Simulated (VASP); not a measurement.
# CdS (Cc) in VASP: a series of runs

CdS is run at these levels: PBE; tasks: single point.

All numbers are computed with VASP 6.6.1; they aren't measurements. Logs are shortened: lines on timing, memory, paths and dates and some standing lists are left out, and cuts for length are marked.

## (1) The cell of the first run

Symmetry: Cc, No. 9, monoclinic system. Conventional cell: a = 4.135 Å, b = 7.162 Å, c = 6.749 Å, α = 90.00°, β = 90.00°, γ = 90.00°. Within 2.8 Å of Cd (site symmetry 1) lie 3 S at 2.12 to 2.65 Å. S (site symmetry 1) has 3 Cd at 2.12 to 2.65 Å within 2.8 Å.

## (2) Single point, PBE (all Cd atoms moved -0.500 Å, as atom 1 along Cartesian [1 0 0])

The input, INCAR:

```
SYSTEM = CdS
ALGO     = Normal         ! electronic algorithm
EDIFF    = 1E-7           ! SCF threshold, eV
ENCUT    = 520            ! plane-wave cutoff, eV
GGA      = PE             ! functional
ISIF     = 2              ! what is computed and relaxed
ISMEAR   = 0              ! smearing method
LASPH    = .TRUE.         ! aspherical terms in the spheres
LCHARG   = .FALSE.        ! write CHGCAR
LREAL    = .FALSE.        ! projectors in reciprocal space
LWAVE    = .FALSE.        ! write WAVECAR
NBANDS   = 26             ! bands
NELM     = 80             ! most SCF steps
PREC     = Accurate       ! precision mode
SIGMA    = 0.05           ! smearing width, eV
```

The input, KPOINTS:

```
k-points
0
G
  12 12 4
  0 0 0
```

The input, POSCAR:

```
CdS
1.0
    4.1347992034      0.0000000000      0.0000000000
   -2.0673996017      3.5808411497      0.0000000000
    0.0000000000      0.0000000000      6.7490000000
Cd S
2 2
Direct
    0.2124084769      0.6666666667      0.0000000000
    0.5457418102      0.3333333333      0.5000000000
    0.3333333333      0.6666666667      0.3850000000
    0.6666666667      0.3333333333      0.8850000000
```

Potentials or basis: VASP PAW PBE potentials, release 64 (Cd, S).

The run is started by

```sh
$ cat potpaw_PBE.64/Cd/POTCAR potpaw_PBE.64/S/POTCAR > POTCAR
$ mpirun -np 1 vasp_std > vasp.out
```

OUTCAR:

```text
SYSTEM = CdS
   EDIFF = 1E-7
   ENCUT = 520
   GGA = PE
   ISIF = 2
   ISMEAR = 0
   LASPH = .TRUE.
   LREAL = .FALSE.
   NELM = 80
   PREC = Accurate

 ion  position               nearest neighbor table
   1  0.212  0.667  0.000-   4 2.12   4 2.56   3 2.65   4 2.94
   2  0.546  0.333  0.500-   3 2.12   3 2.56   4 2.65   3 2.94
   3  0.333  0.667  0.385-   2 2.12   2 2.56   1 2.65   2 2.94
   4  0.667  0.333  0.885-   1 2.12   1 2.56   2 2.65   1 2.94

  LATTYP: Found a hexagonal cell.
 ALAT       =     4.1347992034
 C/A-ratio  =     1.6322437120

  Lattice vectors:

 A1 = (   4.1347992034,   0.0000000000,   0.0000000000)
 A2 = (  -2.0673996017,   3.5808411497,   0.0000000000)
 A3 = (   0.0000000000,   0.0000000000,   6.7490000000)

Analysis of symmetry for initial positions (statically):
=====================================================================
 Subroutine PRICEL returns:
 Original cell was already a primitive cell.

 Routine SETGRP: Setting up the symmetry group for a
 hexagonal supercell.

 Subroutine GETGRP returns: Found  2 space group operations
 (whereof  1 operations were pure point group operations)
 out of a pool of 24 trial point group operations.

The static configuration has the point symmetry C_1 .
 The point group associated with its full space group is C_1h.

Analysis of symmetry for dynamics (positions and initial velocities):
=====================================================================
 Subroutine PRICEL returns:
 Original cell was already a primitive cell.

 Routine SETGRP: Setting up the symmetry group for a
 hexagonal supercell.

 Subroutine GETGRP returns: Found  2 space group operations
 (whereof  1 operations were pure point group operations)
 out of a pool of 24 trial point group operations.

The dynamic configuration has the point symmetry C_1 .
 The point group associated with its full space group is C_1h.

 Subroutine INISYM returns: Found  2 space group operations
 (whereof  1 operations are pure point group operations),
 and found     1 'primitive' translations

----------------------------------------------------------------------------------------

                                     Primitive cell

  volume of cell :      99.9261

  direct lattice vectors                    reciprocal lattice vectors
     4.134799203  0.000000000  0.000000000     0.241849713  0.139631997  0.000000000
    -2.067399602  3.580841150  0.000000000     0.000000000  0.279263994  0.000000000
     0.000000000  0.000000000  6.749000000     0.000000000  0.000000000  0.148170099

  length of vectors
     4.134799203  4.134799203  6.749000000     0.279263994  0.279263994  0.148170099

  position of ions in fractional coordinates (direct lattice)
     0.212408477  0.666666667  0.000000000
     0.545741810  0.333333333  0.500000000
     0.333333333  0.666666667  0.385000000
     0.666666667  0.333333333  0.885000000

  ion indices of the primitive-cell ions
   primitive index   ion index
                 1           1
                 2           2
                 3           3
                 4           4

----------------------------------------------------------------------------------------

 KPOINTS: k-points

Automatic generation of k-mesh.
 Grid dimensions read from file:
 generate k-points for:   12   12    4

 Generating k-lattice:

  Cartesian coordinates                     Fractional coordinates (reciprocal lattice)
     0.020154143  0.011636000  0.000000000     0.083333333  0.000000000  0.000000000
     0.000000000  0.023271999  0.000000000     0.000000000  0.083333333  0.000000000
     0.000000000  0.000000000  0.037042525     0.000000000  0.000000000  0.250000000

  Length of vectors
     0.023271999  0.023271999  0.037042525

  Shift w.r.t. Gamma in fractional coordinates (k-lattice)
     0.000000000  0.000000000  0.000000000

 Subroutine IBZKPT returns following result:
 ===========================================

 Found    164 irreducible k-points:

 Following reciprocal coordinates:
            Coordinates               Weight
  0.000000  0.000000  0.000000      1.000000
  0.083333  0.000000  0.000000      4.000000
  0.000000  0.083333  0.000000      2.000000
  0.166667  0.000000  0.000000      4.000000
  0.000000  0.166667  0.000000      2.000000
  0.250000  0.000000  0.000000      4.000000
[... 16 lines left out ...]
 -0.083333  0.416667  0.000000      4.000000
 -0.416667  0.333333  0.000000      4.000000
 [... further k-points ...]
   k-points           NKPTS =    164   k-points in BZ     NKDIM =    164   number of bands    NBANDS=     26
   number of dos      NEDOS =    301   number of ions     NIONS =      4
   total plane-waves  NPLWV =  51200
   dimension x,y,z NGX =    32 NGY =   32 NGZ =   50
   dimension x,y,z NGXF=    64 NGYF=   64 NGZF=  100
   ions per type =               2   2
   NGX,Y,Z   is equivalent  to a cutoff of  12.87, 12.87, 12.32 a.u.
   NGXF,Y,Z  is equivalent  to a cutoff of  25.73, 25.73, 24.63 a.u.
 SYSTEM =  CdS
   PREC   = accura    normal or accurate (medium, high low for compatibility)
   ISTART =      0    job   : 0-new  1-cont  2-samecut
   ICHARG =      2    charge: 1-file 2-atom 10-const
   ISPIN  =      1    spin polarized calculation?
   LNONCOLLINEAR =      F non collinear calculations
   LSORBIT =      F    spin-orbit coupling
   LASPH  =      T    aspherical Exc in radial PAW
   ENCUT  =  520.0 eV  38.22 Ry    6.18 a.u.   7.69  7.69 12.55*2*pi/ulx,y,z
   NELM   =     80;   NELMIN=  2; NELMDL= -5     # of ELM steps
   EDIFF  = 0.1E-06   stopping-criterion for ELM
   LREAL  =      F    real-space projection
   EDIFFG = 0.1E-05   stopping-criterion for IOM
   NSW    =      0    number of steps for IOM
   IBRION =     -1    ionic relax: 0-MD 1-quasi-New 2-CG
   NFREE  =      0    steps in history (QN), initial steepest desc. (CG)
   ISIF   =      2    stress and relaxation
   ISYM   =      2    0-nonsym 1-usesym 2-fastsym
   POTIM  = 0.5000    time-step for ionic-motion
   TEBEG  =    0.0;   TEEND  =   0.0 temperature during run
   PSTRESS=    0.0 pullay stress
   NELECT =      36.0000    total number of electrons
   NUPDOWN=      -1.0000    fix difference up-down
   EMIN   =  10.00;   EMAX   =-10.00  energy-range for DOS
   EFERMI =   0.00;   METHOD = LEGACY
   ISMEAR =     0;   SIGMA  =   0.05  broadening in eV -4-tet -1-fermi 0-gaus
   EFERMI_NEDOS =   21; number of points for ismear=-14 and -15
   IALGO  =     38    algorithm
   IMIX   =      4    mixing-type and parameters
     AMIX     =   0.40;   BMIX     =  1.00
     AMIX_MAG =   1.60;   BMIX_MAG =  1.00
  volume/ion in A,a.u.               =      24.98       168.58
  Fermi-wavevector in a.u.,A,eV,Ry     =   1.164884  2.201312 18.462491  1.356955
  Thomas-Fermi vector in A             =   2.301417
   LORBIT       =      0    0 simple, 1 ext, 2 COOP (PROOUT), +10 PAW based schemes
   GGA     = PE    functional components
   LHFCALC =     F    Hartree Fock is set to
   AEXX    =    0.0000 exact exchange contribution
   IVDW    =     0    specifies the selected vdW correction
   LEPSILON=     F    determine dielectric tensor
   LRPA    =     F    only Hartree local field effects (RPA)
 non-spin polarized calculation
 Gauss-broadening in eV      SIGMA  =   0.05
  energy-cutoff  :      520.00
  volume of cell :       99.93
 maximum number of plane-waves:      2731
   NGX = 15   NGY = 15   NGZ = 25

 number of electron      35.9999996 magnetization

 Free energy of the ion-electron system (eV)
  ---------------------------------------------------
  ext. energy  EPLUGINS =         0.00000000
  ---------------------------------------------------
  free energy    TOTEN  =       -10.46846437 eV

  energy without entropy =      -10.46846437  energy(sigma->0) =      -10.46846437

 E-fermi :   1.5813     XC(G=0):  -9.1036

 val. band max:        1.3519397997   @ k =   0.0000   0.0000   0.0000
 cond. band min:       2.6520487854   @ k =   0.0000   0.0000   0.0000
 fundamental gap:      1.3001089857
 Fermi energy:         1.5813206725

 k-point     1 :       0.0000    0.0000    0.0000
  band No.  band energies     occupation
      1     -11.5011      2.00000
      2     -11.1042      2.00000
      3      -6.9907      2.00000
      4      -6.9296      2.00000
      5      -6.8021      2.00000
      6      -6.6257      2.00000
[... 18 lines left out ...]
     25       9.4887      0.00000
     26       9.5576      0.00000

 k-point     2 :       0.0833    0.0000    0.0000
  band No.  band energies     occupation
      1     -11.4764      2.00000
      2     -11.0920      2.00000
      3      -6.9901      2.00000
      4      -6.9217      2.00000
      5      -6.7894      2.00000
      6      -6.6098      2.00000
[... 18 lines left out ...]
     25       9.3338      0.00000
     26       9.6089      0.00000

 k-point     3 :       0.0000    0.0833    0.0000
  band No.  band energies     occupation
      1     -11.4735      2.00000
      2     -11.0866      2.00000
      3      -7.0026      2.00000
      4      -6.9247      2.00000
      5      -6.7747      2.00000
      6      -6.6130      2.00000
[... 18 lines left out ...]
     25       9.4127      0.00000
     26       9.6885      0.00000

 k-point     4 :       0.1667    0.0000    0.0000
  band No.  band energies     occupation
      1     -11.4082      2.00000
      2     -11.0590      2.00000
      3      -6.9794      2.00000
      4      -6.8972      2.00000
      5      -6.7614      2.00000
      6      -6.5665      2.00000
[... 18 lines left out ...]
     25       9.2001      0.00000
     26       9.8823      0.00000
[... 496 lines left out ...]
      1     -11.1597      2.00000
      2     -10.9415      2.00000
      3      -6.9252      2.00000
      4      -6.7303      2.00000
      5      -6.6557      2.00000
      6      -6.4967      2.00000
[... 18 lines left out ...]
     25       9.6452      0.00000
     26      10.7766      0.00000

 k-point    23 :      -0.0833    0.4167    0.0000
  band No.  band energies     occupation
      1     -11.1171      2.00000
      2     -10.8904      2.00000
      3      -6.9368      2.00000
      4      -6.8170      2.00000
      5      -6.6398      2.00000
      6      -6.5165      2.00000
[... 18 lines left out ...]
     25       9.6660      0.00000
     26      10.5941      0.00000

 k-point    24 :      -0.4167    0.3333    0.0000
  band No.  band energies     occupation
      1     -11.1586      2.00000
      2     -10.9673      2.00000
      3      -6.9096      2.00000
      4      -6.7593      2.00000
      5      -6.6794      2.00000
      6      -6.4559      2.00000
[... 18 lines left out ...]
     25       9.6365      0.00000
     26      10.4037      0.00000

 [... further k-points ...]
[... 5 lines left out ...]
  --------------------------------------------------------------------------------------
  -------------------------------------------------------------------------------------
  Total       10.6378260      6.6452178      2.3197930      0.0000000      0.0000000      5.8729781
  in kB      170.5628951    106.5469179     37.1946875      0.0000000      0.0000000     94.1651178
  external PRESSURE =     104.7681668 kB  Pullay stress =       0.0000000 kB

 VOLUME and BASIS-vectors are now :
 -----------------------------------------------------------------------------
  energy-cutoff  :      520.00
  volume of cell :       99.93
      direct lattice vectors                 reciprocal lattice vectors
     4.134799203  0.000000000  0.000000000     0.241849713  0.139631997  0.000000000
    -2.067399602  3.580841150  0.000000000     0.000000000  0.279263994  0.000000000
     0.000000000  0.000000000  6.749000000     0.000000000  0.000000000  0.148170099

 POSITION                                       TOTAL-FORCE (eV/Angst)
 -----------------------------------------------------------------------------------
     -0.50000      2.38723      0.00000         4.109571      2.636793      1.890010
      1.56740      1.19361      3.37450         4.109571     -2.636793      1.890010
     -0.00000      2.38723      2.59836        -4.109571      2.754847     -1.890010
      2.06740      1.19361      5.97286        -4.109571     -2.754847     -1.890010
 -----------------------------------------------------------------------------------
    total drift:                                0.000285     -0.000002     -0.000533

  FREE ENERGIE OF THE ION-ELECTRON SYSTEM (eV)
  ---------------------------------------------------
  free  energy   TOTEN  =       -10.4684643684 eV

  energy  without entropy=      -10.4684643684  energy(sigma->0) =      -10.46846437
```

It took 2.9 min on 1 thread of Intel Xeon 6975P-C (Granite Rapids), shared host; peak memory 0.47 GiB.

What came out:

```
Free energy            : -10.4685 eV
Pressure               : 10.5 GPa
Largest force          : 5.296 eV/Å
Band gap on the k mesh : 1.30 eV
```

Forces on the atoms (eV/Å):
```
Cd   4.110  2.637  1.890
Cd   4.110 -2.637  1.890
S   -4.110  2.755 -1.890
S   -4.110 -2.755 -1.890
```

Levels at points of the mesh, in eV from the valence-band top:
| k point | band 15 | band 16 | band 17 | band 18 | band 19 | band 20 | band 21 | band 22 |
| --- | --- | --- | --- | --- | --- | --- | --- | --- |
| (0.00, 0.00, 0.00) | -0.90 | -0.13 | -0.06 | 0.00 | 1.30 | 2.75 | 6.23 | 6.24 |
| (0.50, 0.00, 0.00) | -2.55 | -1.81 | -1.48 | -0.74 | 3.20 | 4.03 | 4.83 | 6.21 |
| (0.00, 0.50, 0.00) | -2.81 | -1.53 | -1.33 | -0.44 | 3.43 | 3.61 | 4.53 | 6.15 |
| (0.00, 0.00, 0.50) | -0.89 | -0.89 | -0.14 | -0.14 | 2.91 | 2.91 | 5.87 | 5.87 |
| (0.50, 0.00, 0.50) | -1.78 | -1.54 | -1.21 | -0.88 | 2.75 | 4.00 | 4.52 | 5.68 |
| (0.00, 0.50, 0.50) | -1.74 | -1.74 | -0.82 | -0.82 | 3.33 | 3.33 | 4.90 | 4.90 |

Caveat: the cell differs from its parent crystal (all Cd atoms moved -0.500 Å, as atom 1 along Cartesian [1 0 0]); the cell stands under pressure; forces of over 1 eV/Å act on the atoms, so gaps and moduli don't describe the material at rest.

## (3) Single point, PBE (all Cd atoms moved -0.250 Å, as atom 1 along Cartesian [1 0 0])

The input, INCAR:

```
SYSTEM = CdS
PREC = Accurate
ENCUT = 520
EDIFF = 1E-6
ISMEAR = 0
SIGMA = 0.05
LREAL = .False.
LASPH = .True.
NELM = 60
ALGO = Normal
ISIF = 2
LWAVE = .False.
LCHARG = .False.
GGA = PE
NBANDS = 26
```

The input, KPOINTS:

```
regular mesh
0
Gamma
  12 12 4
  0 0 0
```

Changes to POSCAR since step 2:

```diff
@@ -8,4 +8,4 @@
 Direct
-    0.2124084769      0.6666666667      0.0000000000
-    0.5457418102      0.3333333333      0.5000000000
+    0.2728709051      0.6666666667      0.0000000000
+    0.6062042385      0.3333333333      0.5000000000
     0.3333333333      0.6666666667      0.3850000000
```

Potentials or basis: VASP PAW PBE potentials, release 64 (Cd, S).

The run is started by

```sh
$ cat potpaw_PBE.64/Cd/POTCAR potpaw_PBE.64/S/POTCAR > POTCAR
$ mpirun -np 1 vasp_std > vasp.out
```

Run time: 2.4 min. Hardware: 1 thread of Intel Xeon 6975P-C (Granite Rapids), shared host; peak memory 0.47 GiB.

It converged, with:

```yaml
Free_energy: -11.8520 eV
Pressure: 4.7 GPa
Largest_force: 1.858 eV/Å
Band_gap_on_the_k_mesh: 1.26 eV
```

Forces on the atoms (eV/Å):
```
Cd   1.633  0.594  0.627
Cd   1.633 -0.594  0.627
S   -1.633  0.627 -0.627
S   -1.633 -0.627 -0.627
```

Stress tensor (GPa, compression positive):
```
7.16 0.00 3.71
0.00 5.04 0.00
3.71 0.00 1.76
```

Levels at points of the mesh, in eV from the valence-band top:
```tsv
k point	band 16	band 17	band 18	band 19	band 20	band 21
(0.00, 0.00, 0.00)	-0.05	-0.02	0.00	1.26	2.74	6.38
(0.50, 0.00, 0.00)	-1.85	-1.31	-0.80	3.53	3.96	5.04
(0.00, 0.50, 0.00)	-1.70	-1.37	-0.65	3.69	3.74	4.94
(0.00, 0.00, 0.50)	-0.65	-0.16	-0.16	2.85	2.85	6.04
(0.50, 0.00, 0.50)	-1.43	-1.29	-1.07	3.15	3.81	4.94
(0.00, 0.50, 0.50)	-1.56	-1.07	-1.07	3.46	3.46	5.18
```

Caveat: the cell differs from its parent crystal (all Cd atoms moved -0.250 Å, as atom 1 along Cartesian [1 0 0]); the cell stands under pressure; forces of over 1 eV/Å act on the atoms, so gaps and moduli don't describe the material at rest. A k mesh can miss the band edges.
